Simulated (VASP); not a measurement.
# Ir (Fm-3m) in VASP: relaxation of cell and atoms with LDA

Aim: the relaxation of cell and atoms of Ir with LDA.

Everything below comes from runs of VASP 6.6.1. Logs are shortened: lines on timing, memory, paths and dates and some standing lists are left out, and cuts for length are marked.

## (1) The cell of the first run

The structure is cubic, space group Fm-3m (No. 225). The conventional cell has a = 3.831 Å, b = 3.831 Å, c = 3.831 Å, α = 90.00°, β = 90.00°, γ = 90.00°. Within 3.6 Å of Ir (site symmetry m-3m) lie 12 Ir at 2.71 Å.

## (2) Relaxation of cell and atoms, LDA

Input file INCAR:

```
PREC = Accurate
ENCUT = 500
EDIFF = 1E-7
ISMEAR = 0
SIGMA = 0.1
LREAL = F
LASPH = T
NELM = 120
ALGO = Normal
ISIF = 3
LWAVE = F
LCHARG = F
IBRION = 2
NSW = 60
EDIFFG = -0.01
GGA_COMPAT = F
NELMIN = 4
```

Input file KPOINTS:

```
Automatic mesh
0
Gamma
  10 10 10
```

Input file POSCAR:

```
Ir
1.0
    0.0000000000      1.9156000000      1.9156000000
    1.9156000000      0.0000000000      1.9156000000
    1.9156000000      1.9156000000      0.0000000000
Ir
1
Direct
    0.0000000000      0.0000000000      0.0000000000
```

Potentials or basis: VASP PAW LDA potentials, release 64 (Ir).

On the command line:

```sh
> cat potpaw_LDA.64/Ir/POTCAR > POTCAR
> mpirun -np 1 vasp_std > vasp.out
```

OUTCAR:

```text
PREC = Accurate
   ENCUT = 500
   EDIFF = 1E-7
   ISMEAR = 0
   LREAL = F
   LASPH = T
   NELM = 120
   ISIF = 3
   IBRION = 2
   NSW = 60
   EDIFFG = -0.01
   NELMIN = 4

 ion  position               nearest neighbor table
   1  0.000  0.000  0.000-

  LATTYP: Found a face centered cubic cell.
 ALAT       =     3.8312000000

  Lattice vectors:

 A1 = (   0.0000000000,   1.9156000000,   1.9156000000)
 A2 = (   1.9156000000,   0.0000000000,   1.9156000000)
 A3 = (   1.9156000000,   1.9156000000,   0.0000000000)

Analysis of symmetry for initial positions (statically):
=====================================================================
 Subroutine PRICEL returns:
 Original cell was already a primitive cell.

 Routine SETGRP: Setting up the symmetry group for a
 face centered cubic supercell.

 Subroutine GETGRP returns: Found 48 space group operations
 (whereof 48 operations were pure point group operations)
 out of a pool of 48 trial point group operations.

The static configuration has the point symmetry O_h .

Analysis of symmetry for dynamics (positions and initial velocities):
=====================================================================
 Subroutine PRICEL returns:
 Original cell was already a primitive cell.

 Routine SETGRP: Setting up the symmetry group for a
 face centered cubic supercell.

 Subroutine GETGRP returns: Found 48 space group operations
 (whereof 48 operations were pure point group operations)
 out of a pool of 48 trial point group operations.

The dynamic configuration has the point symmetry O_h .

 Subroutine INISYM returns: Found 48 space group operations
 (whereof 48 operations are pure point group operations),
 and found     1 'primitive' translations

----------------------------------------------------------------------------------------

                                     Primitive cell

  volume of cell :      14.0587

  direct lattice vectors                    reciprocal lattice vectors
     0.000000000  1.915600000  1.915600000    -0.261014826  0.261014826  0.261014826
     1.915600000  0.000000000  1.915600000     0.261014826 -0.261014826  0.261014826
     1.915600000  1.915600000  0.000000000     0.261014826  0.261014826 -0.261014826

  length of vectors
     2.709067500  2.709067500  2.709067500     0.452090940  0.452090940  0.452090940

  position of ions in fractional coordinates (direct lattice)
     0.000000000  0.000000000  0.000000000

  ion indices of the primitive-cell ions
   primitive index   ion index
                 1           1

----------------------------------------------------------------------------------------

 KPOINTS: Automatic mesh

Automatic generation of k-mesh.
 Grid dimensions read from file:
 generate k-points for:   10   10   10

 Generating k-lattice:

  Cartesian coordinates                     Fractional coordinates (reciprocal lattice)
    -0.026101483  0.026101483  0.026101483     0.100000000  0.000000000  0.000000000
     0.026101483 -0.026101483  0.026101483     0.000000000  0.100000000  0.000000000
     0.026101483  0.026101483 -0.026101483     0.000000000  0.000000000  0.100000000

  Length of vectors
     0.045209094  0.045209094  0.045209094

  Shift w.r.t. Gamma in fractional coordinates (k-lattice)
     0.000000000  0.000000000  0.000000000

 Subroutine IBZKPT returns following result:
 ===========================================

 Found     47 irreducible k-points:

 Following reciprocal coordinates:
            Coordinates               Weight
  0.000000  0.000000  0.000000      1.000000
  0.100000  0.000000  0.000000      8.000000
  0.200000  0.000000  0.000000      8.000000
  0.300000  0.000000  0.000000      8.000000
  0.400000  0.000000  0.000000      8.000000
  0.500000  0.000000  0.000000      4.000000
[... 16 lines left out ...]
  0.300000  0.300000  0.000000      6.000000
  0.400000  0.300000  0.000000     24.000000
 [... further k-points ...]
   k-points           NKPTS =     47   k-points in BZ     NKDIM =     47   number of bands    NBANDS=      8
   number of dos      NEDOS =    301   number of ions     NIONS =      1
   total plane-waves  NPLWV =   8000
   dimension x,y,z NGX =    20 NGY =   20 NGZ =   20
   dimension x,y,z NGXF=    40 NGYF=   40 NGZF=   40
   ions per type =               1
   NGX,Y,Z   is equivalent  to a cutoff of  12.27, 12.27, 12.27 a.u.
   NGXF,Y,Z  is equivalent  to a cutoff of  24.55, 24.55, 24.55 a.u.
 SYSTEM =  unknown system
   PREC   = accura    normal or accurate (medium, high low for compatibility)
   ISTART =      0    job   : 0-new  1-cont  2-samecut
   ICHARG =      2    charge: 1-file 2-atom 10-const
   ISPIN  =      1    spin polarized calculation?
   LNONCOLLINEAR =      F non collinear calculations
   LSORBIT =      F    spin-orbit coupling
   LASPH  =      T    aspherical Exc in radial PAW
   ENCUT  =  500.0 eV  36.75 Ry    6.06 a.u.   4.94  4.94  4.94*2*pi/ulx,y,z
   NELM   =    120;   NELMIN=  4; NELMDL= -5     # of ELM steps
   EDIFF  = 0.1E-06   stopping-criterion for ELM
   LREAL  =      F    real-space projection
   EDIFFG = -.1E-01   stopping-criterion for IOM
   NSW    =     60    number of steps for IOM
   IBRION =      2    ionic relax: 0-MD 1-quasi-New 2-CG
   NFREE  =      1    steps in history (QN), initial steepest desc. (CG)
   ISIF   =      3    stress and relaxation
   ISYM   =      2    0-nonsym 1-usesym 2-fastsym
   POTIM  = 0.5000    time-step for ionic-motion
   TEBEG  =    0.0;   TEEND  =   0.0 temperature during run
   PSTRESS=    0.0 pullay stress
   NELECT =       9.0000    total number of electrons
   NUPDOWN=      -1.0000    fix difference up-down
   EMIN   =  10.00;   EMAX   =-10.00  energy-range for DOS
   EFERMI =   0.00;   METHOD = LEGACY
   ISMEAR =     0;   SIGMA  =   0.10  broadening in eV -4-tet -1-fermi 0-gaus
   EFERMI_NEDOS =   21; number of points for ismear=-14 and -15
   IALGO  =     38    algorithm
   IMIX   =      4    mixing-type and parameters
     AMIX     =   0.40;   BMIX     =  1.00
     AMIX_MAG =   1.60;   BMIX_MAG =  1.00
  volume/ion in A,a.u.               =      14.06        94.87
  Fermi-wavevector in a.u.,A,eV,Ry     =   1.410937  2.666284 27.085691  1.990742
  Thomas-Fermi vector in A             =   2.532839
   LORBIT       =      0    0 simple, 1 ext, 2 COOP (PROOUT), +10 PAW based schemes
   GGA     = CA    functional components
   LHFCALC =     F    Hartree Fock is set to
   AEXX    =    0.0000 exact exchange contribution
   IVDW    =     0    specifies the selected vdW correction
   LEPSILON=     F    determine dielectric tensor
   LRPA    =     F    only Hartree local field effects (RPA)
 conjugate gradient relaxation of ions
 non-spin polarized calculation
 Gauss-broadening in eV      SIGMA  =   0.10
  energy-cutoff  :      500.00
  volume of cell :       14.06
 maximum number of plane-waves:       368
   NGX =  9   NGY =  9   NGZ =  9

--------------------------------------- Ionic step        1  -------------------------------------------

 number of electron       9.0000000 magnetization

 Free energy of the ion-electron system (eV)
  ---------------------------------------------------
  ext. energy  EPLUGINS =         0.00000000
  ---------------------------------------------------
  free energy    TOTEN  =       -10.32990633 eV

  energy without entropy =      -10.32410538  energy(sigma->0) =      -10.32700585

------------------------ aborting loop because EDIFF is reached ----------------------------------------

  FORCE on cell =-STRESS in cart. coord.  units (eV):
  Direction    XX          YY          ZZ          XY          YZ          ZX
  --------------------------------------------------------------------------------------
  -------------------------------------------------------------------------------------
  Total       -0.3282966     -0.3282966     -0.3282966      0.0000000     -0.0000000      0.0000000
  in kB      -37.4138528    -37.4138528    -37.4138528      0.0000000     -0.0000000      0.0000000
  external PRESSURE =     -37.4138528 kB  Pullay stress =       0.0000000 kB
[... 55 lines left out ...]
  energy  without entropy=      -10.2988740522  energy(sigma->0) =      -10.30161006

--------------------------------------- Ionic step        3  -------------------------------------------

 number of electron       9.0000001 magnetization

 Free energy of the ion-electron system (eV)
  ---------------------------------------------------
  ext. energy  EPLUGINS =         0.00000000
  ---------------------------------------------------
  free energy    TOTEN  =       -10.33146072 eV

  energy without entropy =      -10.32572485  energy(sigma->0) =      -10.32859279

 E-fermi :  10.6612     XC(G=0): -14.2294

 val. band max:       10.6348179624   @ k =  -0.3000   0.3000   0.1000
 cond. band min:      10.6872289162   @ k =  -0.4000   0.5000   0.1000
 fundamental gap:      0.0524109539
 Fermi energy:        10.6612148142

 k-point     1 :       0.0000    0.0000    0.0000
  band No.  band energies     occupation
      1      -0.6873      2.00000
      2       6.5722      2.00000
      3       6.5722      2.00000
      4       6.5722      2.00000
      5       9.3743      2.00000
      6       9.3743      2.00000
      7      24.8937      0.00000
      8      30.5332      0.00000
[... 243 lines left out ...]
 k-point    24 :       0.4000    0.3000    0.0000
  band No.  band energies     occupation
      1       3.1213      2.00000
      2       3.8280      2.00000
      3       7.8806      2.00000
      4       9.7003      2.00000
      5      11.3923      0.00000
      6      11.4224      0.00000
      7      23.5708      0.00000
      8      25.8248      0.00000

 [... further k-points ...]

------------------------ aborting loop because EDIFF is reached ----------------------------------------

  FORCE on cell =-STRESS in cart. coord.  units (eV):
  Direction    XX          YY          ZZ          XY          YZ          ZX
  --------------------------------------------------------------------------------------
  -------------------------------------------------------------------------------------
  Total       -0.0057979     -0.0057979     -0.0057979      0.0000000      0.0000000      0.0000000
  in kB       -0.6669034     -0.6669034     -0.6669034      0.0000000      0.0000000      0.0000000
  external PRESSURE =      -0.6669034 kB  Pullay stress =       0.0000000 kB
[... 16 lines left out ...]
  FREE ENERGIE OF THE ION-ELECTRON SYSTEM (eV)
  ---------------------------------------------------
  free  energy   TOTEN  =       -10.3314607230 eV

  energy  without entropy=      -10.3257248522  energy(sigma->0) =      -10.32859279

 reached required accuracy - stopping structural energy minimisation
```

Wall time 8.6 s (1 thread of Intel Xeon Platinum 8488C (Sapphire Rapids), shared host); peak memory 0.12 GiB.

Results:

* Free energy: -10.3315 eV
* Relaxed volume: 13.93 Å³/atom
* Relaxed cell: a = 2.701 Å, b = 2.701 Å, c = 2.701 Å, α = 60.00°, β = 60.00°, γ = 60.00°
* Space group after relaxing (to 0.05 Å): Fm-3m (No. 225)
* Energy gained by relaxing: 1.6 meV/atom
* Ionic steps: 3
* Pressure after relaxing: -0.1 GPa

Step by step:
| step | energy change (eV) | largest force (eV/Å) | pressure (GPa) | volume (Å³) |
| --- | --- | --- | --- | --- |
| 1 | 0.0000 | 0.0000 | -3.74 | 14.06 |
| 2 | 0.0256 | 0.0000 | 17.20 | 13.40 |
| 3 | -0.0016 | 0.0000 | -0.07 | 13.93 |

Final structure:
```xyz
1
Lattice="0.0000 1.9097 1.9097 1.9097 0.0000 1.9097 1.9097 1.9097 0.0000" Properties=species:S:1:pos:R:3 pbc="T T T"
Ir    0.0000    0.0000    0.0000
```

Levels at points of the mesh, in eV from the Fermi level:
```
           k point  band 1  band 2  band 3  band 4  band 5  band 6  band 7  band 8
(0.00, 0.00, 0.00)  -11.35   -4.09   -4.09   -4.09   -1.29   -1.29   14.23   19.87
(0.50, 0.00, 0.00)   -8.36   -4.18   -4.18   -0.83    0.85    0.85    7.35   13.78
(0.50, 0.50, 0.00)   -8.17   -7.62    0.84    1.43    1.43    1.66   10.66   11.70
```

Caveat: spin-orbit coupling is left out, which moves the levels of the heavy elements.
